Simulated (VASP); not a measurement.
Write the native input for VASP 6.6.1 that does the following.

- Task: single point
- Functional: PBE
- Potentials or basis: VASP PAW PBE potentials, release 64 (Mo_sv, Te)
- Cutoff: 520 eV
- k mesh: 12 × 12 × 2
- Occupations: fermi-dirac, width 0.02 eV
- Spin: no spin polarisation
- Dipole correction: no
- Further INCAR settings: ALGO = Normal; EDIFF = 1e-06; NBANDS = 35

The structure of Te2Mo lies in POSCAR:

```
Te2Mo
1.0
    3.5421311455      0.0000000000      0.0000000000
   -1.7710655727      3.0675755555      0.0000000000
    0.0000000000      0.0000000000     14.1766719662
Mo Te
2 4
Direct
    0.3333333333      0.6666666667      0.2500000000
    0.6666666667      0.3333333333      0.7500000000
    0.6666666667      0.3333333333      0.3765845055
    0.6666666667      0.3333333333      0.1234154945
    0.3333333333      0.6666666667      0.8765845055
    0.3333333333      0.6666666667      0.6234154945
```

The input as run:

INCAR

```
PREC     = Accurate       # precision mode
ENCUT    = 520            # plane-wave cutoff, eV
EDIFF    = 1E-6           # SCF threshold, eV
ISMEAR   = -1             # smearing method
SIGMA    = 0.02           # smearing width, eV
LREAL    = False          # projectors in reciprocal space
LASPH    = True           # aspherical terms in the spheres
NELM     = 100            # most SCF steps
ALGO     = Normal         # electronic algorithm
ISIF     = 2              # what is computed and relaxed
LWAVE    = False          # write WAVECAR
LCHARG   = False          # write CHGCAR
GGA      = PE             # functional
NBANDS   = 35             # bands
```

KPOINTS

```
regular mesh
0
Gamma
  12 12 2
```

Potentials or basis: VASP PAW PBE potentials, release 64 (Mo_sv, Te).

Launch:

```bash
$ cat potpaw_PBE.64/Mo_sv/POTCAR potpaw_PBE.64/Te/POTCAR > POTCAR
$ mpirun -np 1 vasp_std > vasp.out
```

It gave:

| Property | Result |
| --- | --- |
| Pressure | 1.9 GPa |
| Largest force | 0.213 eV/Å |
| Band gap on the k mesh | 0.82 eV, indirect (least direct gap 1.00 eV) |

Caveat: spin-orbit coupling is left out, which moves the levels of the heavy elements; this functional lacks dispersion, which binds the layers, so the pressure and a relaxed spacing across them are unreliable.

Wall time 3.9 min on 1 thread of Intel Xeon 6975P-C, on a shared host, peak memory 0.38 GiB.
